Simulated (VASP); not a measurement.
# N in VASP: a series of runs, part 2 of 2

VASP 6.6.1. The steps go on from the part before.

## Step 4: Single point, LDA, collinear spin, ferromagnetic start

This run uses another cell than the first one, of 28.18 Å³/atom.

Contents of INCAR:

```
ALGO = Normal
EDIFF = 1E-7
ENCUT = 520
ISIF = 2
ISMEAR = 0
ISPIN = 2
LASPH = T
LCHARG = F
LORBIT = 11
LREAL = F
LWAVE = F
MAGMOM = 3.15 3.15 3.15 3.15
NBANDS = 22
NELM = 150
PREC = Accurate
SIGMA = 0.02
```

Contents of KPOINTS:

```
k-points
0
Gamma
  6 6 6
```

Contents of POSCAR:

```
N
1.0
    4.8307753776      0.0000000000      0.0000000000
    0.0000000000      4.8307753776      0.0000000000
    0.0000000000      0.0000000000      4.8307753776
N
4
Direct
   -0.0000221095     -0.0000221095     -0.0000221095
    0.5000221095      1.0000221095      0.4999778905
    0.4999778905      0.5000221095      1.0000221095
    1.0000221095      0.4999778905      0.5000221095
```

Potentials or basis: VASP PAW LDA potentials, release 64 (N).

Command:

```bash
cat potpaw_LDA.64/N/POTCAR > POTCAR
mpirun -np 1 vasp_std > vasp.out
```

OUTCAR:

```text
EDIFF = 1E-7
   ENCUT = 520
   ISIF = 2
   ISMEAR = 0
   ISPIN = 2
   LASPH = T
   LORBIT = 11
   LREAL = F
   NELM = 150
   PREC = Accurate

 ion  position               nearest neighbor table
   1  1.000  1.000  1.000-
   2  0.500  0.000  0.500-
   3  0.500  0.500  0.000-
   4  0.000  0.500  0.500-

  LATTYP: Found a simple cubic cell.
 ALAT       =     4.8307753776

[... 1424 lines left out ...]
  energy-cutoff  :      520.00
  volume of cell :      112.73
      direct lattice vectors                 reciprocal lattice vectors
     4.830775378  0.000000000  0.000000000     0.207006106  0.000000000  0.000000000
     0.000000000  4.830775378  0.000000000     0.000000000  0.207006106  0.000000000
     0.000000000  0.000000000  4.830775378     0.000000000  0.000000000  0.207006106

 POSITION                                       TOTAL-FORCE (eV/Angst)
 -----------------------------------------------------------------------------------
      4.83067      4.83067      4.83067         0.000027      0.000027      0.000027
      2.41549      0.00011      2.41528        -0.000027     -0.000027      0.000027
      2.41528      2.41549      0.00011         0.000027     -0.000027     -0.000027
      0.00011      2.41528      2.41549        -0.000027      0.000027     -0.000027
 -----------------------------------------------------------------------------------
    total drift:                                0.000000      0.000000      0.000000

  FREE ENERGIE OF THE ION-ELECTRON SYSTEM (eV)
  ---------------------------------------------------
  free  energy   TOTEN  =       -11.8279424596 eV

  energy  without entropy=      -11.8279424596  energy(sigma->0) =      -11.82794246

 total charge

# of ion       s       p       d       tot
------------------------------------------
    1        1.351   1.891   0.000   3.242
    2        1.351   1.891   0.000   3.242
    3        1.351   1.891   0.000   3.242
    4        1.351   1.891   0.000   3.242
--------------------------------------------------
tot          5.405   7.562   0.000  12.967

 magnetization (x)

# of ion       s       p       d       tot
------------------------------------------
    1        0.039   1.890   0.000   1.929
    2        0.039   1.890   0.000   1.929
    3        0.039   1.890   0.000   1.929
    4        0.039   1.890   0.000   1.929
--------------------------------------------------
tot          0.158   7.560   0.000   7.717
```

stdout:

```text
POSCAR found type information on POSCAR N
 POSCAR found :  1 types and       4 ions
 scaLAPACK will be used
 LDA part: xc-table for (Slater(with rela. corr.)+CA(PZ))
 , standard interpolation
 POSCAR, INCAR and KPOINTS ok, starting setup
 FFT: planning ... GRIDC
 FFT: planning ... GRID_SOFT
 FFT: planning ... GRID
 WAVECAR not read
 entering main loop
```

Wall time 34 s (1 thread of Intel Xeon 6975P-C (Granite Rapids), shared host); peak memory 0.22 GiB.

What came out:

| Item | Value |
| --- | --- |
| Free energy | -11.8279 eV |
| Pressure | -0.1 GPa |
| Band gap on the k mesh | 1.58 eV |
| Net moment | 12.00 μB per cell |
| Site moments | N +1.93 μB |
| Valence electrons inside the program's atomic spheres | N 3.24 |

Levels at points of the mesh, in eV from the valence-band top:
Spin up:
```csv
k point,band 14,band 15,band 16,band 17,band 18,band 19
"(0.00, 0.00, 0.00)",0.00,0.00,0.00,7.19,10.74,10.74
"(0.50, 0.00, 0.00)",-0.27,-0.27,-0.27,9.03,9.03,11.64
"(0.50, 0.50, 0.00)",-0.18,-0.18,-0.18,10.41,10.41,10.41
"(0.50, 0.50, 0.50)",-0.17,-0.17,-0.17,11.09,11.09,11.09
```
Spin down:
| k point | band 2 | band 3 | band 4 | band 5 | band 6 | band 7 |
| --- | --- | --- | --- | --- | --- | --- |
| (0.00, 0.00, 0.00) | -7.50 | -7.50 | -7.50 | 1.94 | 1.94 | 1.94 |
| (0.50, 0.00, 0.00) | -8.03 | -7.49 | -7.49 | 2.67 | 2.67 | 2.67 |
| (0.50, 0.50, 0.00) | -7.76 | -7.75 | -7.75 | 2.30 | 2.30 | 2.30 |
| (0.50, 0.50, 0.50) | -7.73 | -7.73 | -7.73 | 1.58 | 1.58 | 1.58 |

## Step 5: Single point, LDA, collinear spin, ferromagnetic start

This run uses another cell than the first one, of 28.18 Å³/atom.

Contents of INCAR:

```
SYSTEM = N
ALGO = Normal ; EDIFF = 1E-7
ENCUT = 520 ; ISIF = 2
ISMEAR = 0 ; ISPIN = 2
LASPH = .True. ; LCHARG = .False.
LORBIT = 11 ; LREAL = .False.
LWAVE = .False. ; MAGMOM = 3.15 3.15 3.15 3.15
NBANDS = 22 ; NELM = 150
PREC = Accurate ; SIGMA = 0.02
```

Contents of KPOINTS:

```
k-points
0
Gamma
  6 6 6
  0 0 0
```

POSCAR is that of step 4.

Potentials or basis: VASP PAW LDA potentials, release 64 (N).

Command:

```bash
cat potpaw_LDA.64/N/POTCAR > POTCAR
mpirun -np 1 vasp_std > vasp.out
```

OUTCAR:

```text
SYSTEM = N
   EDIFF = 1E-7
   ENCUT = 520
   ISIF = 2
   ISMEAR = 0
   ISPIN = 2
   LASPH = .True.
   LORBIT = 11
   LREAL = .False.
   NELM = 150
   PREC = Accurate

 ion  position               nearest neighbor table
   1  1.000  1.000  1.000-
   2  0.500  0.000  0.500-
   3  0.500  0.500  0.000-
   4  0.000  0.500  0.500-

  LATTYP: Found a simple cubic cell.
 ALAT       =     4.8307753776

  Lattice vectors:

 A1 = (   4.8307753776,   0.0000000000,   0.0000000000)
 A2 = (   0.0000000000,   4.8307753776,   0.0000000000)
 A3 = (   0.0000000000,   0.0000000000,   4.8307753776)

Analysis of symmetry for initial positions (statically):
=====================================================================
 Subroutine PRICEL returns:
 Original cell was already a primitive cell.

 Routine SETGRP: Setting up the symmetry group for a
 simple cubic supercell.

 Subroutine GETGRP returns: Found 12 space group operations
 (whereof  3 operations were pure point group operations)
 out of a pool of 48 trial point group operations.

The static configuration has the point symmetry C_3 .
 The point group associated with its full space group is T   .

Analysis of symmetry for dynamics (positions and initial velocities):
=====================================================================
 Subroutine PRICEL returns:
 Original cell was already a primitive cell.

 Routine SETGRP: Setting up the symmetry group for a
 simple cubic supercell.

 Subroutine GETGRP returns: Found 12 space group operations
 (whereof  3 operations were pure point group operations)
 out of a pool of 48 trial point group operations.

The dynamic configuration has the point symmetry C_3 .
 The point group associated with its full space group is T   .

Analysis of structural, dynamic, and magnetic symmetry:
[... 158 lines left out ...]
  ---------------------------------------------------
  free energy    TOTEN  =       -11.82794246 eV

  energy without entropy =      -11.82794246  energy(sigma->0) =      -11.82794246

 E-fermi :  -4.6075     XC(G=0):  -6.7368

 val. band max:       -4.7112432937   @ k =   0.0000   0.0000   0.0000
 cond. band min:      -3.1271732685   @ k =   0.5000   0.5000   0.5000
 fundamental gap:      1.5840700252
 Fermi energy:        -4.6074987867

 spin component 1

 k-point     1 :       0.0000    0.0000    0.0000
  band No.  band energies     occupation
      1     -17.1688      1.00000
      2     -16.4762      1.00000
      3     -16.4762      1.00000
      4     -16.4762      1.00000
      5      -6.3094      1.00000
      6      -6.3094      1.00000
[... 589 lines left out ...]
     21       6.9714      0.00000
     22       6.9714      0.00000
 Fermi energy:        -4.6074987867

 spin component 2

 k-point     1 :       0.0000    0.0000    0.0000
  band No.  band energies     occupation
      1     -13.2095      1.00000
      2     -12.2121      1.00000
      3     -12.2121      1.00000
      4     -12.2121      1.00000
      5      -2.7678      0.00000
      6      -2.7678      0.00000
[... 589 lines left out ...]
     21       9.3920      0.00000
     22       9.3920      0.00000

------------------------ aborting loop because EDIFF is reached ----------------------------------------

  FORCE on cell =-STRESS in cart. coord.  units (eV):
  Direction    XX          YY          ZZ          XY          YZ          ZX
  --------------------------------------------------------------------------------------
  -------------------------------------------------------------------------------------
  Total       -0.0636335     -0.0636335     -0.0636335      0.0000000      0.0000000      0.0000000
  in kB       -0.9043699     -0.9043699     -0.9043699      0.0000000      0.0000000      0.0000000
  external PRESSURE =      -0.9043699 kB  Pullay stress =       0.0000000 kB

 VOLUME and BASIS-vectors are now :
 -----------------------------------------------------------------------------
  energy-cutoff  :      520.00
  volume of cell :      112.73
      direct lattice vectors                 reciprocal lattice vectors
     4.830775378  0.000000000  0.000000000     0.207006106  0.000000000  0.000000000
     0.000000000  4.830775378  0.000000000     0.000000000  0.207006106  0.000000000
     0.000000000  0.000000000  4.830775378     0.000000000  0.000000000  0.207006106

 POSITION                                       TOTAL-FORCE (eV/Angst)
 -----------------------------------------------------------------------------------
      4.83067      4.83067      4.83067         0.000027      0.000027      0.000027
      2.41549      0.00011      2.41528        -0.000027     -0.000027      0.000027
      2.41528      2.41549      0.00011         0.000027     -0.000027     -0.000027
      0.00011      2.41528      2.41549        -0.000027      0.000027     -0.000027
 -----------------------------------------------------------------------------------
    total drift:                                0.000000      0.000000      0.000000

  FREE ENERGIE OF THE ION-ELECTRON SYSTEM (eV)
  ---------------------------------------------------
  free  energy   TOTEN  =       -11.8279424596 eV

  energy  without entropy=      -11.8279424596  energy(sigma->0) =      -11.82794246

 total charge

# of ion       s       p       d       tot
------------------------------------------
    1        1.351   1.891   0.000   3.242
    2        1.351   1.891   0.000   3.242
    3        1.351   1.891   0.000   3.242
    4        1.351   1.891   0.000   3.242
--------------------------------------------------
tot          5.405   7.562   0.000  12.967

 magnetization (x)

# of ion       s       p       d       tot
------------------------------------------
    1        0.039   1.890   0.000   1.929
    2        0.039   1.890   0.000   1.929
    3        0.039   1.890   0.000   1.929
    4        0.039   1.890   0.000   1.929
--------------------------------------------------
tot          0.158   7.560   0.000   7.717
```

It took 36 s on 1 thread of Intel Xeon 6975P-C (Granite Rapids), shared host; peak memory 0.21 GiB.

What came out:

```
Free energy                                           : -11.8279 eV
Pressure                                              : -0.1 GPa
Band gap on the k mesh                                : 1.58 eV
Net moment                                            : 12.00 μB per cell
Site moments                                          : N +1.93 μB
Valence electrons inside the program's atomic spheres : N 3.24
```

Levels at points of the mesh, in eV from the valence-band top:
Spin up:
```tsv
k point	band 12	band 13	band 14	band 15	band 16	band 17	band 18	band 19	band 20	band 21
(0.00, 0.00, 0.00)	-0.54	-0.54	0.00	0.00	0.00	7.19	10.74	10.74	10.74	13.38
(0.50, 0.00, 0.00)	-0.63	-0.27	-0.27	-0.27	-0.27	9.03	9.03	11.64	11.64	13.34
(0.50, 0.50, 0.00)	-0.70	-0.18	-0.18	-0.18	-0.18	10.41	10.41	10.41	10.41	13.87
(0.50, 0.50, 0.50)	-0.17	-0.17	-0.17	-0.17	-0.17	11.09	11.09	11.09	11.09	11.68
```
Spin down:
```
           k point  band 1  band 2  band 3  band 4  band 5  band 6  band 7  band 8
(0.00, 0.00, 0.00)   -8.50   -7.50   -7.50   -7.50    1.94    1.94    1.94    3.55
(0.50, 0.00, 0.00)   -8.03   -8.03   -7.49   -7.49    2.67    2.67    2.67    2.67
(0.50, 0.50, 0.00)   -7.76   -7.76   -7.75   -7.75    2.30    2.30    2.30    2.30
(0.50, 0.50, 0.50)   -7.73   -7.73   -7.73   -7.73    1.58    1.58    1.58    1.58
```

A k mesh can miss the band edges.

## Step 6: Single point, LDA, collinear spin, ferromagnetic start

This run uses another cell than the first one, of 28.18 Å³/atom.

Contents of INCAR:

```
SYSTEM = N
ALGO = Normal
EDIFF = 1E-6
ENCUT = 520
GGA = CA
ISIF = 2
ISMEAR = 0
ISPIN = 2
LASPH = .TRUE.
LCHARG = .TRUE.
LELF = .TRUE.
LORBIT = 11
LREAL = .FALSE.
LVHAR = .TRUE.
LWAVE = .FALSE.
MAGMOM = 3.15 3.15 3.15 3.15
NBANDS = 22
NELM = 150
PREC = Accurate
SIGMA = 0.02
```

Contents of KPOINTS:

```
k-points
0
G
  6 6 6
  0 0 0
```

POSCAR is that of step 5.

Potentials or basis: VASP PAW LDA potentials, release 64 (N).

Command:

```bash
cat potpaw_LDA.64/N/POTCAR > POTCAR
mpirun -np 1 vasp_std > vasp.out
```

Wall time 33 s (1 thread of Intel Xeon 6975P-C (Granite Rapids), shared host); peak memory 0.22 GiB.

It converged, with:

- Free energy: -11.8279 eV
- Pressure: -0.1 GPa
- Band gap on the k mesh: 1.58 eV
- Net moment: 12.00 μB per cell
- Site moments: N +1.93 μB
- Valence electrons inside the program's atomic spheres: N 3.24

Levels at points of the mesh, in eV from the valence-band top:
Spin up:
| k point | band 14 | band 15 | band 16 | band 17 | band 18 | band 19 |
| --- | --- | --- | --- | --- | --- | --- |
| (0.00, 0.00, 0.00) | 0.00 | 0.00 | 0.00 | 7.19 | 10.74 | 10.74 |
| (0.50, 0.00, 0.00) | -0.27 | -0.27 | -0.27 | 9.03 | 9.03 | 11.64 |
| (0.50, 0.50, 0.00) | -0.18 | -0.18 | -0.18 | 10.41 | 10.41 | 10.41 |
| (0.50, 0.50, 0.50) | -0.17 | -0.17 | -0.17 | 11.09 | 11.09 | 11.09 |
Spin down:
| k point | band 2 | band 3 | band 4 | band 5 | band 6 | band 7 |
| --- | --- | --- | --- | --- | --- | --- |
| (0.00, 0.00, 0.00) | -7.50 | -7.50 | -7.50 | 1.94 | 1.94 | 1.94 |
| (0.50, 0.00, 0.00) | -8.03 | -7.49 | -7.49 | 2.67 | 2.67 | 2.67 |
| (0.50, 0.50, 0.00) | -7.76 | -7.75 | -7.75 | 2.30 | 2.30 | 2.30 |
| (0.50, 0.50, 0.50) | -7.73 | -7.73 | -7.73 | 1.58 | 1.58 | 1.58 |

A k mesh can miss the band edges. A hybrid or GW would open this gap; LDA tends to underestimate it.

## Step 7: The runs side by side

| cell | gap on the mesh (eV) | pressure (GPa) | moment (μB) |
| --- | --- | --- | --- |
| a = 4.732 Å, 4 atoms | 1.37 | 0.2 | 12.00 |
| a = 4.782 Å, 4 atoms | 1.48 | 0.0 | 12.00 |
| a = 4.831 Å, 4 atoms | 1.58 | -0.1 | 12.00 |

Alike in all rows: task single point; level LDA; potentials or basis VASP PAW LDA potentials, release 64 (N); spin collinear, ferromagnetic start; k mesh 6 × 6 × 6; cutoff (eV) 520; smearing gaussian 0.02 eV.

Absolute energies hang on the potentials; compare differences alone.
